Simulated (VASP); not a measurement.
A run of VASP 6.6.1:

Contents of INCAR:

```
  PREC = Accurate
  ENCUT = 520
  EDIFF = 1E-6
  ISMEAR = 0
  SIGMA = 0.02
  LREAL = Auto
  LASPH = True
  NELM = 100
  ALGO = Normal
  ISIF = 2
  LWAVE = False
  LCHARG = False
  GGA = PE
  NBANDS = 51
```

Contents of KPOINTS:

```
regular mesh
0
Gamma
  4 4 4
```

The input POSCAR:

```
KYMgC6N6
1.0
    0.0000000000      5.8194743553      5.8194743553
    5.8194743553      0.0000000000      5.8194743553
    5.8194743553      5.8194743553      0.0000000000
K Y Mg C N
1 1 1 6 6
Direct
    0.2500000000      0.2500000000      0.2500000000
    0.5000000000      0.5000000000      0.5000000000
    0.0000000000      0.0000000000      0.0000000000
    0.8031673206      0.1968326794      0.1968326794
    0.8031673206      0.1968326794      0.8031673206
    0.8031673206      0.8031673206      0.1968326794
    0.1968326794      0.8031673206      0.8031673206
    0.1968326794      0.8031673206      0.1968326794
    0.1968326794      0.1968326794      0.8031673206
    0.7024570183      0.2975429817      0.2975429817
    0.7024570183      0.2975429817      0.7024570183
    0.7024570183      0.7024570183      0.2975429817
    0.2975429817      0.7024570183      0.7024570183
    0.2975429817      0.7024570183      0.2975429817
    0.2975429817      0.2975429817      0.7024570183
```

Potentials or basis: VASP PAW PBE potentials, release 64 (K_sv, Y_sv, Mg, C, N).

Run with:

```sh
$ cat potpaw_PBE.64/K_sv/POTCAR potpaw_PBE.64/Y_sv/POTCAR potpaw_PBE.64/Mg/POTCAR potpaw_PBE.64/C/POTCAR potpaw_PBE.64/N/POTCAR > POTCAR
$ mpirun -np 1 vasp_std > vasp.out
```

Hardware: 1 thread of Intel(R) Xeon(R) 6975P-C (Granite Rapids), on a shared host.

Problem. Estimate the wall time of this run.

Solution. Run time: 4.8 min on 1 thread of Intel(R) Xeon(R) 6975P-C (Granite Rapids), on a shared host, peak memory 0.64 GiB. Counts: scf iterations 17, k points 8.
